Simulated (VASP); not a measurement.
Crystal: Mo.

```
Mo
1.0
    -1.33611    1.33611    2.18285
     1.33611   -1.33611    2.18285
     1.33611    1.33611   -2.18285
Mo
1
Direct
  0.00000 0.00000 0.00000
```

- Program: VASP 6.6.1
- Task: relaxation of cell and atoms
- Functional: PBEsol
- Potentials or basis: VASP PAW PBE potentials, release 64 (Mo_sv)
- Cutoff: 600 eV
- k mesh: 22 × 22 × 22
- Occupations: gaussian, width 0.1 eV
- Spin: no spin polarisation

At the start: pressure 0.4 GPa; volume 15.59 Å³/atom.

Question: Where does the relaxation end?

Answer: Over 10 steps the energy falls by 22.6 meV/atom and the volume is 15.68 Å³/atom (+0.6 %); space group I4/mmm (No. 139, to 0.1 Å) before and after.

Step by step:
| step | energy change (eV) | largest force (eV/Å) | pressure (GPa) | volume (Å³) |
| --- | --- | --- | --- | --- |
| 1 | 0.0000 | 0.0000 | 0.35 | 15.59 |
| 2 | -0.0134 | 0.0000 | -0.48 | 15.66 |
| 3 | 0.0026 | 0.0000 | -0.44 | 15.80 |
| 4 | -0.0211 | 0.0000 | -0.84 | 15.71 |
| 5 | -0.0222 | 0.0000 | -1.00 | 15.74 |
| 6 | -0.0224 | 0.0000 | -0.94 | 15.73 |
| 7 | -0.0225 | 0.0000 | -0.97 | 15.73 |
| 8 | -0.0202 | 0.0000 | 3.59 | 15.47 |
| 9 | -0.0226 | 0.0000 | -0.03 | 15.68 |
| 10 | -0.0226 | 0.0000 | 0.00 | 15.68 |

Final structure:
```yaml
crystal:
  lattice:
    - [-1.30542, 1.30542, 2.29961]
    - [1.30542, -1.30542, 2.29961]
    - [1.30542, 1.30542, -2.29961]
  atoms:
    - { symbol: Mo, position: [0.00000, 0.00000, 0.00000] }
```

Caveat: the PAW data sets were made with another functional, which shifts forces and pressure a little.
